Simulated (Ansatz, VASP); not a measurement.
K in VASP and in Ansatz

```xyz
1
Lattice="0.0000 3.1803 3.1803 3.1803 0.0000 3.1803 3.1803 3.1803 0.0000" Properties=species:S:1:pos:R:3 pbc="T T T"
K     0.0000    0.0000    0.0000
```

Alike in both runs: functional LDA; k mesh 12 × 12 × 12; occupations fermi-dirac, width 0.08 eV; no spin polarisation.

Ansatz relaxed the structure, and its values are those at the end. VASP's run is a single point on that final structure, the one shown.

|  | VASP | Ansatz |
| --- | --- | --- |
| version | VASP 6.6.1 | Ansatz 0.2.0 |
| potentials or method | VASP PAW LDA potentials, release 64 (K_sv) | PAW with Ansatz's default frozen-core files, scalar-relativistic |
| plane-wave cutoff (eV) | 520 | 420 |
| valence electrons in the cell | 9 | 9 |

```tsv
	VASP	Ansatz	Ansatz less VASP
pressure (GPa)	0.0	0.0	+0.02
```

LDA's correlation is that of Perdew and Zunger in VASP and of Perdew and Wang (1992) in Ansatz.
